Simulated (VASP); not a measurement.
# La2Ta2O (P4/nmm) in VASP: a series of runs

The runs below take La2Ta2O through single point, with PBE, r2SCAN.

Everything below comes from runs of VASP 6.6.1. Logs are shortened: lines on timing, memory, paths and dates and some standing lists are left out, and cuts for length are marked.

### 1 The cell of the first run

The structure is tetragonal, space group P4/nmm (No. 129). The conventional cell has a = 3.811 Å, b = 3.811 Å, c = 18.812 Å, α = 90.00°, β = 90.00°, γ = 90.00°. La (site symmetry 4mm) has 4 O at 2.33 Å within 3.1 Å. Within 4.3 Å of La (site symmetry 4mm) lie 5 Ta at 3.31 to 3.40 Å and 4 La at 3.81 Å. Ta (site symmetry 4mm) has 5 Ta at 2.73 to 2.96 Å and 4 La at 3.40 Å within 3.6 Å. Ta (site symmetry 4mm) has 9 Ta at 2.73 to 3.08 Å and 1 La at 3.31 Å within 3.6 Å. O (site symmetry -4m2) has 4 La at 2.33 Å and 4 O at 2.69 Å within 3.1 Å.

### 2 Single point, PBE (27.32 Å³/atom)

The input, INCAR:

```
PREC = Accurate ; ENCUT = 520
EDIFF = 1E-6 ; ISMEAR = 0
SIGMA = 0.1 ; LREAL = F
LASPH = T ; NELM = 80
ALGO = Normal ; ISIF = 2
LWAVE = F ; LCHARG = F
GGA = PE ; NBANDS = 61
```

The input, KPOINTS:

```
Automatic mesh
0
Gamma
  8 8 2
```

The input, POSCAR:

```
La2Ta2O
1.0
    3.8105386950      0.0000000000      0.0000000000
    0.0000000000      3.8105386950      0.0000000000
    0.0000000000      0.0000000000     18.8123663791
La Ta O
4 4 2
Direct
    0.0000000000      0.5000000000      0.9288021011
    0.5000000000      0.0000000000      0.0711978989
    0.0000000000      0.5000000000      0.2843138836
    0.5000000000      0.0000000000      0.7156861164
    0.5000000000      0.0000000000      0.3946842297
    0.5000000000      0.0000000000      0.5398959116
    0.0000000000      0.5000000000      0.6053157703
    0.0000000000      0.5000000000      0.4601040884
    0.5000000000      0.5000000000      0.0000000000
    0.0000000000      0.0000000000      0.0000000000
```

Potentials or basis: VASP PAW PBE potentials, release 64 (La, Ta_pv, O).

On the command line:

```bash
$ cat potpaw_PBE.64/La/POTCAR potpaw_PBE.64/Ta_pv/POTCAR potpaw_PBE.64/O/POTCAR > POTCAR
$ mpirun -np 1 vasp_std > vasp.out
```

OUTCAR:

```text
PREC = Accurate
   ENCUT = 520
   EDIFF = 1E-6
   ISMEAR = 0
   LREAL = F
   LASPH = T
   NELM = 80
   ISIF = 2
   GGA = PE

 ion  position               nearest neighbor table
   1  0.000  0.500  0.929-   9 2.33  10 2.33  10 2.33   9 2.33
   2  0.500  0.000  0.071-   9 2.33  10 2.33   9 2.33  10 2.33
   3  0.000  0.500  0.284-   8 3.31   5 3.40   5 3.40   5 3.40   5 3.40
   4  0.500  0.000  0.716-   6 3.31   7 3.40   7 3.40   7 3.40   7 3.40
   5  0.500  0.000  0.395-   6 2.73   8 2.96   8 2.96   8 2.96   8 2.96   3 3.40   3 3.40   3 3.40
                             3 3.40
   6  0.500  0.000  0.540-   5 2.73   7 2.96   7 2.96   7 2.96   7 2.96   8 3.08   8 3.08   8 3.08
                             8 3.08   4 3.31
   7  0.000  0.500  0.605-   8 2.73   6 2.96   6 2.96   6 2.96   6 2.96   4 3.40   4 3.40   4 3.40
                             4 3.40
   8  0.000  0.500  0.460-   7 2.73   5 2.96   5 2.96   5 2.96   5 2.96   6 3.08   6 3.08   6 3.08
                             6 3.08   3 3.31
   9  0.500  0.500  0.000-   1 2.33   2 2.33   2 2.33   1 2.33
  10  0.000  0.000  0.000-   1 2.33   2 2.33   1 2.33   2 2.33

  LATTYP: Found a simple tetragonal cell.
 ALAT       =     3.8105386950
 C/A-ratio  =     4.9369309394

  Lattice vectors:

 A1 = (   3.8105386950,   0.0000000000,   0.0000000000)
 A2 = (   0.0000000000,   3.8105386950,   0.0000000000)
 A3 = (   0.0000000000,   0.0000000000,  18.8123663791)

Analysis of symmetry for initial positions (statically):
=====================================================================
 Subroutine PRICEL returns:
 Original cell was already a primitive cell.

 Routine SETGRP: Setting up the symmetry group for a
 simple tetragonal supercell.

 Subroutine GETGRP returns: Found 16 space group operations
 (whereof  8 operations were pure point group operations)
 out of a pool of 16 trial point group operations.

The static configuration has the point symmetry D_2d.
 The point group associated with its full space group is D_4h.

Analysis of symmetry for dynamics (positions and initial velocities):
=====================================================================
 Subroutine PRICEL returns:
 Original cell was already a primitive cell.

 Routine SETGRP: Setting up the symmetry group for a
 simple tetragonal supercell.

 Subroutine GETGRP returns: Found 16 space group operations
 (whereof  8 operations were pure point group operations)
 out of a pool of 16 trial point group operations.

The dynamic configuration has the point symmetry D_2d.
 The point group associated with its full space group is D_4h.

 Subroutine INISYM returns: Found 16 space group operations
 (whereof  8 operations are pure point group operations),
 and found     1 'primitive' translations

----------------------------------------------------------------------------------------

                                     Primitive cell

  volume of cell :     273.1594

  direct lattice vectors                    reciprocal lattice vectors
     3.810538695  0.000000000  0.000000000     0.262430087  0.000000000  0.000000000
     0.000000000  3.810538695  0.000000000     0.000000000  0.262430087  0.000000000
     0.000000000  0.000000000 18.812366379     0.000000000  0.000000000  0.053156524

  length of vectors
     3.810538695  3.810538695 18.812366379     0.262430087  0.262430087  0.053156524

  position of ions in fractional coordinates (direct lattice)
     0.000000000  0.500000000  0.928802101
     0.500000000  0.000000000  0.071197899
     0.000000000  0.500000000  0.284313884
     0.500000000  0.000000000  0.715686116
     0.500000000  0.000000000  0.394684230
     0.500000000  0.000000000  0.539895912
     0.000000000  0.500000000  0.605315770
     0.000000000  0.500000000  0.460104088
     0.500000000  0.500000000  0.000000000
     0.000000000  0.000000000  0.000000000

  ion indices of the primitive-cell ions
   primitive index   ion index
                 1           1
                 2           2
                 3           3
                 4           4
                 5           5
                 6           6
                 7           7
                 8           8
                 9           9
                10          10

----------------------------------------------------------------------------------------

 KPOINTS: Automatic mesh

Automatic generation of k-mesh.
 Grid dimensions read from file:
 generate k-points for:    8    8    2

 Generating k-lattice:

  Cartesian coordinates                     Fractional coordinates (reciprocal lattice)
     0.032803761  0.000000000  0.000000000     0.125000000  0.000000000  0.000000000
     0.000000000  0.032803761  0.000000000     0.000000000  0.125000000  0.000000000
     0.000000000  0.000000000  0.026578262     0.000000000  0.000000000  0.500000000

  Length of vectors
     0.032803761  0.032803761  0.026578262

  Shift w.r.t. Gamma in fractional coordinates (k-lattice)
     0.000000000  0.000000000  0.000000000

 Subroutine IBZKPT returns following result:
 ===========================================

 Found     30 irreducible k-points:

 Following reciprocal coordinates:
            Coordinates               Weight
  0.000000  0.000000  0.000000      1.000000
  0.125000  0.000000  0.000000      4.000000
  0.250000  0.000000  0.000000      4.000000
  0.375000  0.000000  0.000000      4.000000
  0.500000  0.000000  0.000000      2.000000
  0.125000  0.125000  0.000000      4.000000
[... 16 lines left out ...]
  0.375000  0.125000  0.500000      8.000000
  0.500000  0.125000  0.500000      4.000000
 [... further k-points ...]
   k-points           NKPTS =     30   k-points in BZ     NKDIM =     30   number of bands    NBANDS=     61
   number of dos      NEDOS =    301   number of ions     NIONS =     10
   total plane-waves  NPLWV = 109760
   dimension x,y,z NGX =    28 NGY =   28 NGZ =  140
   dimension x,y,z NGXF=    56 NGYF=   56 NGZF=  280
   ions per type =               4   4   2
   NGX,Y,Z   is equivalent  to a cutoff of  12.22, 12.22, 12.37 a.u.
   NGXF,Y,Z  is equivalent  to a cutoff of  24.43, 24.43, 24.74 a.u.
 SYSTEM =  unknown system
   PREC   = accura    normal or accurate (medium, high low for compatibility)
   ISTART =      0    job   : 0-new  1-cont  2-samecut
   ICHARG =      2    charge: 1-file 2-atom 10-const
   ISPIN  =      1    spin polarized calculation?
   LNONCOLLINEAR =      F non collinear calculations
   LSORBIT =      F    spin-orbit coupling
   LASPH  =      T    aspherical Exc in radial PAW
   ENCUT  =  520.0 eV  38.22 Ry    6.18 a.u.   7.09  7.09 34.98*2*pi/ulx,y,z
   NELM   =     80;   NELMIN=  2; NELMDL= -5     # of ELM steps
   EDIFF  = 0.1E-05   stopping-criterion for ELM
   LREAL  =      F    real-space projection
   EDIFFG = 0.1E-04   stopping-criterion for IOM
   NSW    =      0    number of steps for IOM
   IBRION =     -1    ionic relax: 0-MD 1-quasi-New 2-CG
   NFREE  =      0    steps in history (QN), initial steepest desc. (CG)
   ISIF   =      2    stress and relaxation
   ISYM   =      2    0-nonsym 1-usesym 2-fastsym
   POTIM  = 0.5000    time-step for ionic-motion
   TEBEG  =    0.0;   TEEND  =   0.0 temperature during run
   PSTRESS=    0.0 pullay stress
   NELECT =     100.0000    total number of electrons
   NUPDOWN=      -1.0000    fix difference up-down
   EMIN   =  10.00;   EMAX   =-10.00  energy-range for DOS
   EFERMI =   0.00;   METHOD = LEGACY
   ISMEAR =     0;   SIGMA  =   0.10  broadening in eV -4-tet -1-fermi 0-gaus
   EFERMI_NEDOS =   21; number of points for ismear=-14 and -15
   IALGO  =     38    algorithm
   IMIX   =      4    mixing-type and parameters
     AMIX     =   0.40;   BMIX     =  1.00
     AMIX_MAG =   1.60;   BMIX_MAG =  1.00
  volume/ion in A,a.u.               =      27.32       184.34
  Fermi-wavevector in a.u.,A,eV,Ry     =   1.171124  2.213103 18.660808  1.371531
  Thomas-Fermi vector in A             =   2.307572
   LORBIT       =      0    0 simple, 1 ext, 2 COOP (PROOUT), +10 PAW based schemes
   GGA     = PE    functional components
   LHFCALC =     F    Hartree Fock is set to
   AEXX    =    0.0000 exact exchange contribution
   IVDW    =     0    specifies the selected vdW correction
   LEPSILON=     F    determine dielectric tensor
   LRPA    =     F    only Hartree local field effects (RPA)
 non-spin polarized calculation
 Gauss-broadening in eV      SIGMA  =   0.10
  energy-cutoff  :      520.00
  volume of cell :      273.16
 maximum number of plane-waves:      7384
   NGX = 15   NGY = 15   NGZ = 69

 number of electron     100.0000009 magnetization

 Free energy of the ion-electron system (eV)
  ---------------------------------------------------
  ext. energy  EPLUGINS =         0.00000000
  ---------------------------------------------------
  free energy    TOTEN  =       -85.13393970 eV

  energy without entropy =      -85.07717937  energy(sigma->0) =      -85.10555953

 E-fermi :   5.9233     XC(G=0):  -9.7807

 val. band max:        5.9187160962   @ k =   0.5000   0.0000   0.5000
 cond. band min:       5.9258213033   @ k =   0.3750   0.1250   0.5000
 fundamental gap:      0.0071052071
 Fermi energy:         5.9233093034

 k-point     1 :       0.0000    0.0000    0.0000
  band No.  band energies     occupation
      1     -28.7612      2.00000
      2     -28.7570      2.00000
      3     -28.7138      2.00000
      4     -28.7138      2.00000
      5     -28.4804      2.00000
      6     -28.4804      2.00000
[... 53 lines left out ...]
     60       7.2567      0.00000
     61       7.3373      0.00000

 k-point     2 :       0.1250    0.0000    0.0000
  band No.  band energies     occupation
      1     -28.7936      2.00000
      2     -28.7828      2.00000
      3     -28.6947      2.00000
      4     -28.6788      2.00000
      5     -28.4717      2.00000
      6     -28.4501      2.00000
[... 53 lines left out ...]
     60       7.3069      0.00000
     61       7.3516      0.00000

 k-point     3 :       0.2500    0.0000    0.0000
  band No.  band energies     occupation
      1     -28.8355      2.00000
      2     -28.8307      2.00000
      3     -28.6409      2.00000
      4     -28.6257      2.00000
      5     -28.4506      2.00000
      6     -28.3925      2.00000
[... 1333 lines left out ...]
     60       7.2671      0.00000
     61       7.4517      0.00000

 k-point    24 :       0.5000    0.1250    0.5000
  band No.  band energies     occupation
      1     -28.8680      2.00000
      2     -28.8680      2.00000
      3     -28.6007      2.00000
      4     -28.6007      2.00000
      5     -28.4087      2.00000
      6     -28.4087      2.00000
[... 53 lines left out ...]
     60       7.2910      0.00000
     61       7.3775      0.00000

 [... further k-points ...]

------------------------ aborting loop because EDIFF is reached ----------------------------------------

  FORCE on cell =-STRESS in cart. coord.  units (eV):
  Direction    XX          YY          ZZ          XY          YZ          ZX
  --------------------------------------------------------------------------------------
  -------------------------------------------------------------------------------------
  Total       -3.9042584     -3.9042584     -3.9662188      0.0000000     -0.0000000      0.0000000
  in kB      -22.8998666    -22.8998666    -23.2632869      0.0000000     -0.0000000      0.0000000
  external PRESSURE =     -23.0210067 kB  Pullay stress =       0.0000000 kB

 VOLUME and BASIS-vectors are now :
 -----------------------------------------------------------------------------
  energy-cutoff  :      520.00
  volume of cell :      273.16
      direct lattice vectors                 reciprocal lattice vectors
     3.810538695  0.000000000  0.000000000     0.262430087  0.000000000  0.000000000
     0.000000000  3.810538695  0.000000000     0.000000000  0.262430087  0.000000000
     0.000000000  0.000000000 18.812366379     0.000000000  0.000000000  0.053156524

 POSITION                                       TOTAL-FORCE (eV/Angst)
 -----------------------------------------------------------------------------------
      0.00000      1.90527     17.47297         0.000000     -0.000000      0.020669
      1.90527      0.00000      1.33940         0.000000     -0.000000     -0.020669
      0.00000      1.90527      5.34862         0.000000      0.000000     -0.002919
      1.90527      0.00000     13.46375         0.000000      0.000000      0.002919
      1.90527      0.00000      7.42494         0.000000      0.000000      0.000889
      1.90527      0.00000     10.15672         0.000000      0.000000      0.004504
      0.00000      1.90527     11.38742        -0.000000      0.000000     -0.000889
      0.00000      1.90527      8.65565         0.000000      0.000000     -0.004504
      1.90527      1.90527      0.00000         0.000000     -0.000000      0.000000
      0.00000      0.00000      0.00000         0.000000      0.000000      0.000000
 -----------------------------------------------------------------------------------
    total drift:                                0.000000      0.000000      0.000000

  FREE ENERGIE OF THE ION-ELECTRON SYSTEM (eV)
  ---------------------------------------------------
  free  energy   TOTEN  =       -85.1339396960 eV

  energy  without entropy=      -85.0771793725  energy(sigma->0) =      -85.10555953
```

Run time: 19 min. Hardware: 1 thread of Intel Xeon Platinum 8259CL at 2.50GHz (Skylake/Cascade Lake), shared host; peak memory 0.61 GiB.

Results:

| Property | Result |
| --- | --- |
| Free energy | -85.1339 eV |
| Pressure | -2.3 GPa |
| Largest force | 0.021 eV/Å |
| Band gap on the k mesh | zero (bands 50 and 51 overlap by 0.31 eV) |

Forces on the atoms (eV/Å):
```
La   0.000  0.000  0.021
La   0.000  0.000 -0.021
La   0.000  0.000 -0.003
La   0.000  0.000  0.003
Ta   0.000  0.000  0.001
Ta   0.000  0.000  0.005
Ta   0.000  0.000 -0.001
Ta   0.000  0.000 -0.005
O    0.000  0.000  0.000
O    0.000  0.000  0.000
```

Levels at points of the mesh, in eV from the Fermi level:
| k point | band 46 | band 47 | band 48 | band 49 | band 50 | band 51 | band 52 | band 53 | band 54 | band 55 |
| --- | --- | --- | --- | --- | --- | --- | --- | --- | --- | --- |
| (0.00, 0.00, 0.00) | -1.07 | -0.49 | -0.49 | -0.48 | -0.47 | -0.02 | -0.02 | 0.17 | 0.22 | 0.75 |
| (0.50, 0.00, 0.00) | -0.94 | -0.51 | -0.51 | 0.04 | 0.04 | 0.06 | 0.06 | 0.40 | 0.40 | 1.27 |
| (0.50, 0.50, 0.00) | -0.90 | -0.75 | -0.75 | -0.50 | -0.50 | 0.05 | 0.05 | 0.59 | 0.59 | 0.61 |
| (0.00, 0.00, 0.50) | -0.92 | -0.64 | -0.49 | -0.49 | -0.47 | -0.02 | -0.02 | 0.17 | 0.21 | 0.84 |
| (0.50, 0.00, 0.50) | -0.95 | -0.51 | -0.51 | 0.00 | 0.00 | 0.10 | 0.10 | 0.41 | 0.41 | 1.27 |
| (0.50, 0.50, 0.50) | -0.91 | -0.76 | -0.76 | -0.49 | -0.49 | 0.06 | 0.06 | 0.61 | 0.61 | 0.61 |

Caveat: spin-orbit coupling is left out, which moves the levels of the heavy elements.

### 3 Single point, r2SCAN

This run uses another cell than the first one, of 25.77 Å³/atom.

The input, POSCAR:

```
La2Ta2O
1.0
    3.7643364136      0.0000000000      0.0000000000
    0.0000000000      3.7643364136      0.0000000000
    0.0000000000      0.0000000000     18.1858438438
La Ta O
4 4 2
Direct
    0.0000000000      0.5000000000      0.9257798732
    0.5000000000      0.0000000000      0.0742201268
    0.0000000000      0.5000000000      0.2778119024
    0.5000000000      0.0000000000      0.7221880976
    0.5000000000      0.0000000000      0.3906528890
    0.5000000000      0.0000000000      0.5412835607
    0.0000000000      0.5000000000      0.6093471110
    0.0000000000      0.5000000000      0.4587164393
    0.5000000000      0.5000000000      0.0000000000
    0.0000000000      0.0000000000      0.0000000000
```

The input, INCAR.step1:

```
PREC = Accurate ; ENCUT = 520
ISMEAR = 0 ; SIGMA = 0.1
LREAL = False ; LASPH = True
NELM = 80 ; NBANDS = 61
GGA = PE ; ALGO = Normal
EDIFF = 1E-4 ; LWAVE = True
LCHARG = False
```

The input, INCAR.step2:

```
PREC = Accurate ; ENCUT = 520
EDIFF = 1E-6 ; ISMEAR = 0
SIGMA = 0.1 ; LREAL = False
LASPH = True ; NELM = 80
ALGO = Normal ; ISIF = 2
LWAVE = False ; LCHARG = False
METAGGA = R2SCAN ; LMIXTAU = True
NBANDS = 61 ; ISTART = 1
```

The input, KPOINTS:

```
regular mesh
0
Gamma
  8 8 2
```

Potentials or basis: VASP PAW PBE potentials, release 64 (La, Ta_pv, O).

On the command line:

```bash
$ cat potpaw_PBE.64/La/POTCAR potpaw_PBE.64/Ta_pv/POTCAR potpaw_PBE.64/O/POTCAR > POTCAR
$ cp INCAR.step1 INCAR
$ mpirun -np 1 vasp_std > vasp.out
$ cp INCAR.step2 INCAR
$ mpirun -np 1 vasp_std > vasp.out
```

It took 88 min on 1 thread of Oxide Virtual Turin-like, shared host; peak memory 0.61 GiB.

The run converged. Its results:

| Item | Value |
| --- | --- |
| Free energy | -334.6391 eV |
| Pressure | -0.7 GPa |
| Largest force | 0.256 eV/Å |
| Band gap on the k mesh | zero (bands 50 and 51 overlap by 0.31 eV) |

Forces in eV/Å, atoms in the order of the input:
```
La   0.000  0.000  0.256
La   0.000  0.000 -0.256
La   0.000  0.000  0.040
La   0.000  0.000 -0.040
Ta   0.000  0.000  0.180
Ta   0.000  0.000 -0.023
Ta   0.000  0.000 -0.180
Ta   0.000  0.000  0.023
O    0.000  0.000  0.000
O    0.000  0.000  0.000
```

Stress tensor (GPa, compression positive):
```
-0.82  0.00  0.00
 0.00 -0.82  0.00
 0.00  0.00 -0.42
```

Levels at points of the mesh, in eV from the Fermi level:
| k point | band 48 | band 49 | band 50 | band 51 | band 52 | band 53 |
| --- | --- | --- | --- | --- | --- | --- |
| (0.00, 0.00, 0.00) | -0.44 | -0.43 | -0.43 | 0.03 | 0.03 | 0.18 |
| (0.50, 0.00, 0.00) | -0.58 | 0.00 | 0.00 | 0.08 | 0.08 | 0.48 |
| (0.50, 0.50, 0.00) | -0.85 | -0.65 | -0.65 | 0.05 | 0.05 | 0.54 |
| (0.00, 0.00, 0.50) | -0.44 | -0.44 | -0.43 | 0.03 | 0.03 | 0.18 |
| (0.50, 0.00, 0.50) | -0.58 | -0.02 | -0.02 | 0.10 | 0.10 | 0.50 |
| (0.50, 0.50, 0.50) | -0.86 | -0.64 | -0.64 | 0.07 | 0.07 | 0.57 |

Caveat: the PAW data sets were made with another functional, which shifts forces and pressure a little; spin-orbit coupling is left out, which moves the levels of the heavy elements.

The gap in the log of VASP goes by the Fermi energy; the results here count the filled bands.